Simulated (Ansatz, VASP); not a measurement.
# Two plane-wave programs on Be4ZnTe

```xyz
6
Lattice="2.4045 -3.3204 0.0000 2.4045 3.3204 0.0000 0.0000 0.0000 6.3337" Properties=species:S:1:pos:R:3 pbc="T T T"
Be    2.4045   -1.0481    1.1282
Be    2.4045    1.0481    1.1282
Be    2.4045   -1.0481    5.2055
Be    2.4045    1.0481    5.2055
Zn    2.4045    0.0000    3.1668
Te    0.0000    0.0000    0.0000
```

Alike in both runs: functional PBE; k mesh 4 × 4 × 3; occupations gaussian, width 0.2 eV; no spin polarisation.

Ansatz relaxed the structure, and its values are those at the end. VASP's run is a single point on that final structure, the one shown.

|  | VASP | Ansatz |
| --- | --- | --- |
| version | VASP 6.6.1 | Ansatz 0.2.0 |
| potentials or method | VASP PAW PBE potentials, release 64 (Be, Zn, Te), cutoff 600 eV | scalar-relativistic, plane waves, PAW |
| valence electrons in the cell | 26 | 36 |

|  | VASP | Ansatz | Ansatz less VASP |
| --- | --- | --- | --- |
| gap on the k mesh at the Fermi level (eV) | none | none | - |
| pressure (GPa) | 0.1 | 0.0 | -0.10 |
| rms of the force components (eV/Å) | 0.004 | 0.007 | +0.0027 |

A gap of «none» marks a metal or a gap that the smearing closes. VASP's potentials hold 26 valence electrons a cell and Ansatz's 36, so a difference there can come from the potentials and not from the codes.

The k mesh is coarse, so the values compare programs but aren't converged. Spin-orbit coupling is off throughout.
